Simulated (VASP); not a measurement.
Input of a VASP 6.6.1 run:

File INCAR:

```
SYSTEM = CdF2
  PREC = Accurate
  ENCUT = 520
  EDIFF = 1E-7
  ISMEAR = 0
  SIGMA = 0.05
  LREAL = .False.
  LASPH = .True.
  NELM = 60
  ALGO = Normal
  ISIF = 2
  LWAVE = .False.
  LCHARG = .False.
  GGA = PS
  NBANDS = 20
```

The input KPOINTS:

```
regular mesh
0
Gamma
  8 8 8
  0 0 0
```

The input POSCAR:

```
CdF2
1.0
    0.0000000000      2.6204056492      2.7275802403
    2.6204056492      0.0000000000      2.7275802403
    2.6204056492      2.6204056492      0.0000000000
Cd F
1 2
Direct
    0.0000000000      0.0000000000      0.0000000000
    0.2500000000      0.2500000000      0.2500000000
    0.7500000000      0.7500000000      0.7500000000
```

Potentials or basis: VASP PAW PBE potentials, release 64 (Cd, F).

Run with:

```sh
$ cat potpaw_PBE.64/Cd/POTCAR potpaw_PBE.64/F/POTCAR > POTCAR
$ mpirun -np 1 vasp_std > vasp.out
```

(1) Estimate the pressure.

(2) What does it give for the band gap on the k mesh?

## Answers

(1) 5.9 GPa.

(2) 3.00 eV (least direct gap 3.39 eV).

Caveat: the cell stands under pressure; the PAW data sets were made with another functional, which shifts forces and pressure a little.
